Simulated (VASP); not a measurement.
A run of VASP 6.6.1 is set up as follows.

File INCAR:

```
PREC     = Accurate       # precision mode
ENCUT    = 520            # plane-wave cutoff, eV
EDIFF    = 1E-7           # SCF threshold, eV
ISMEAR   = 0              # smearing method
SIGMA    = 0.05           # smearing width, eV
LREAL    = F              # projectors in reciprocal space
LASPH    = T              # aspherical terms in the spheres
NELM     = 150            # most SCF steps
ALGO     = Normal         # electronic algorithm
ISIF     = 2              # what is computed and relaxed
LWAVE    = F              # write WAVECAR
LCHARG   = T              # write CHGCAR
ISPIN    = 2              # spin polarisation
MAGMOM   = 3.5 0          # initial moments
LORBIT   = 11             # projections on sites
LMAXMIX  = 4              # l up to which the mixer works
LDAU     = T              # DFT+U
LDAUTYPE = 2            
LDAUL    = 2 -1           # shell
LDAUU    = 4 0            # U, eV
LDAUJ    = 0 0          
LDAUPRINT= 1            
GGA      = PS             # functional
LELF     = T              # ELF
LVHAR    = T            
NBANDS   = 21             # bands
```

Contents of KPOINTS:

```
Automatic mesh
0
Gamma
  14 14 14
```

The input POSCAR:

```
MoSe
1.0
    0.0000000000      2.5748516654      2.5748516654
    2.5748516654      0.0000000000      2.5748516654
    2.5748516654      2.5748516654      0.0000000000
Mo Se
1 1
Direct
    0.0000000000      0.0000000000      0.0000000000
    0.5000000000      0.5000000000      0.5000000000
```

Potentials or basis: VASP PAW PBE potentials, release 64 (Mo_sv, Se).

The run is started by

```console
$ cat potpaw_PBE.64/Mo_sv/POTCAR potpaw_PBE.64/Se/POTCAR > POTCAR
$ mpirun -np 1 vasp_std > vasp.out
```

What does it give for the site moments?

Mo +2.74; Se +0.01 μB.

What does it give for the net moment?

2.94 μB per cell.

Predict the pressure.

21.3 GPa.

Eigenvalues of the final occupation matrices:
| site | spin | trace | eigenvalues |
| --- | --- | --- | --- |
| site 1 d | 1 | 3.40 | 0.45 0.45 0.84 0.84 0.84 |
| site 1 d | 2 | 0.73 | 0.13 0.13 0.13 0.17 0.17 |

Caveat: the cell stands under pressure; the PAW data sets were made with another functional, which shifts forces and pressure a little.
